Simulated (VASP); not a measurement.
As, 2 atoms in the cell. The structure is hexagonal, space group P6_3/mmc (No. 194). Conventional cell: a = 2.282 Å, b = 2.282 Å, c = 3.697 Å, α = 90.00°, β = 90.00°, γ = 120.00°. Within 3.0 Å of As (site symmetry -6m2) lie 12 As at 2.27 to 2.28 Å. 

* Program: VASP 6.6.1
* Task: relaxation of cell and atoms
* Functional: PBE
* Potentials or basis: VASP PAW PBE potentials, release 64 (As)
* Cutoff: 600 eV
* k mesh: 19 × 19 × 11
* Occupations: fermi-dirac, width 0.1 eV
* Spin: no spin polarisation
* Target pressure: 410 GPa
* Dipole correction: no
* Further INCAR settings: ALGO = Normal; EDIFF = 1e-06; IBRION = 2; EDIFFG = -0.005; NSW = 60; ISIF = 3

Potentials or basis: VASP PAW PBE potentials, release 64 (As).

Command:

```bash
$ cat potpaw_PBE.64/As/POTCAR > POTCAR
$ mpirun -np 1 vasp_std > vasp.out
```

Hardware: 1 thread of Intel(R) Xeon(R) Platinum 8559C (Emerald Rapids), with other jobs on the host.

Q: Estimate the wall time of this run.

A: Wall time 110 s on 1 thread of Intel(R) Xeon(R) Platinum 8559C (Emerald Rapids) (shared host), peak memory 0.17 GiB. Counts: scf iterations 50, k points 240, ion steps 9.
